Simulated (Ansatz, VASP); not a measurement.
# One calculation of PtSe2, two programs

```
Pt Se
1.0
     3.74073    0.00000    0.00000
    -1.87036    3.23957    0.00000
     0.00000    0.00000    4.76356
Pt Se
1 2
Cartesian
  0.0000 0.0000 0.0000
  0.0000 2.1597 1.2609
  1.8704 1.0799 3.5026
```

Alike in both runs: functional LDA; k mesh 12 × 12 × 10; occupations gaussian, width 0.1 eV; no spin polarisation.

Ansatz relaxed the structure, and its values are those at the end. VASP's run is a single point on that final structure, the one shown.

```csv
,VASP,Ansatz
version,VASP 6.6.1,Ansatz 0.2.0
potentials or method,"VASP PAW LDA potentials, release 64 (Pt, Se), cutoff 520 eV","scalar-relativistic, plane waves, PAW"
valence electrons in the cell,22,50
```

Ansatz gave:

- gap on the k mesh at the Fermi level (eV): none
- pressure (GPa): 0.0
- rms of the force components (eV/Å): 0.000

Q: Which values does VASP return?

A: gap on the k mesh at the Fermi level (eV): none; pressure (GPa): 0.4; rms of the force components (eV/Å): 0.024.

LDA's correlation is that of Perdew and Zunger in VASP and of Perdew and Wang (1992) in Ansatz. A gap of «none» marks a metal or a gap that the smearing closes. VASP's potentials hold 22 valence electrons a cell and Ansatz's 50, so a difference there can come from the potentials and not from the codes.

Spin-orbit coupling is off throughout.
